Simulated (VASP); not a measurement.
## AlGa3As4: relaxation of cell and atoms with PBE

The system is AlGa3As4.

```
CELL_PARAMETERS angstrom
-2.75205 2.75205 5.50411
2.75205 -2.75205 5.50411
2.75205 2.75205 -5.50411
ATOMIC_POSITIONS crystal
Al 0.50000 0.50000 0.00000
Ga 0.00000 0.00000 0.00000
Ga 0.25000 0.75000 0.50000
Ga 0.75000 0.25000 0.50000
As 0.87500 0.87500 0.50000
As 0.37500 0.37500 0.50000
As 0.12500 0.62500 0.00000
As 0.62500 0.12500 0.00000
```

```json
{"Program": "VASP 6.6.1", "Task": "relaxation of cell and atoms", "Functional": "PBE", "Potentials or basis": "VASP PAW PBE potentials, release 64 (Al, Ga_d, As)", "Cutoff": "600 eV", "k mesh": "4 × 4 × 4", "Occupations": "gaussian, width 0.1 eV", "Spin": "no spin polarisation", "Dipole correction": "no", "Further INCAR settings": "ALGO = Normal; EDIFF = 1e-07; IBRION = 2; EDIFFG = -0.04; NSW = 90; ISIF = 3"}
```

```
Relaxed volume                        : 23.69 Å³/atom
Relaxed cell                          : a = 7.035 Å, b = 7.035 Å, c = 7.035 Å, α = 131.81°, β = 131.81°, γ = 70.54°
Space group after relaxing (to 0.1 Å) : I-42m (No. 121)
Energy gained by relaxing             : 85.6 meV/atom
Ionic steps                           : 5
Pressure after relaxing               : 0.0 GPa
Largest force after relaxing          : 0.024 eV/Å
Band gap on the k mesh                : 0.55 eV
```

Forces on the atoms (eV/Å):
```
Al   0.000  0.000  0.000
Ga   0.000  0.000  0.000
Ga   0.000  0.000  0.000
Ga   0.000  0.000  0.000
As  -0.014 -0.014 -0.014
As   0.014  0.014 -0.014
As  -0.014  0.014  0.014
As   0.014 -0.014  0.014
```

The path:
| step | energy change (eV) | largest force (eV/Å) | pressure (GPa) | volume (Å³) |
| --- | --- | --- | --- | --- |
| 1 | 0.0000 | 0.0642 | 10.80 | 166.75 |
| 2 | -0.5225 | 0.0504 | -3.58 | 203.02 |
| 3 | -0.6842 | 0.0484 | 0.03 | 189.56 |
| 4 | -0.6840 | 0.0484 | -0.14 | 190.04 |
| 5 | -0.6845 | 0.0243 | 0.04 | 189.51 |

Final structure:
```cif
data_structure
_symmetry_space_group_name_H-M 'P 1'
_symmetry_Int_Tables_number 1
_cell_length_a 7.0346
_cell_length_b 7.0346
_cell_length_c 7.0346
_cell_angle_alpha 131.805
_cell_angle_beta 131.805
_cell_angle_gamma 70.537
_cell_volume 189.51
loop_
_atom_site_label
_atom_site_type_symbol
_atom_site_fract_x
_atom_site_fract_y
_atom_site_fract_z
_atom_site_occupancy
Al1 Al 0.50000 0.50000 0.00000 1
Ga1 Ga 0.00000 0.00000 0.00000 1
Ga2 Ga 0.25000 0.75000 0.50000 1
Ga3 Ga 0.75000 0.25000 0.50000 1
As1 As 0.87435 0.87435 0.49925 1
As2 As 0.37510 0.37510 0.50075 1
As3 As 0.12565 0.62490 0.00000 1
As4 As 0.62490 0.12565 0.00000 1
```

Levels at points of the mesh, in eV from the valence-band top:
| k point | band 27 | band 28 | band 29 | band 30 | band 31 | band 32 | band 33 | band 34 | band 35 | band 36 |
| --- | --- | --- | --- | --- | --- | --- | --- | --- | --- | --- |
| (0.00, 0.00, 0.00) | -2.40 | -2.40 | -0.01 | 0.00 | 0.00 | 0.55 | 1.56 | 1.81 | 3.84 | 3.84 |
| (0.50, 0.00, 0.00) | -2.13 | -2.06 | -2.06 | -1.18 | -1.10 | 2.94 | 2.96 | 3.34 | 3.51 | 3.52 |
| (0.50, 0.50, 0.00) | -1.06 | -1.02 | -1.02 | -0.96 | -0.96 | 0.92 | 1.30 | 2.73 | 2.97 | 4.52 |
| (0.50, 0.50, 0.50) | -2.40 | -1.55 | -1.55 | -1.45 | -1.45 | 1.55 | 1.55 | 1.59 | 1.81 | 2.03 |

Wall time 6.3 min on 1 thread of Intel(R) Xeon(R) 6975P-C (Granite Rapids), with other jobs on the host, peak memory 0.46 GiB.

A k mesh can miss the band edges.
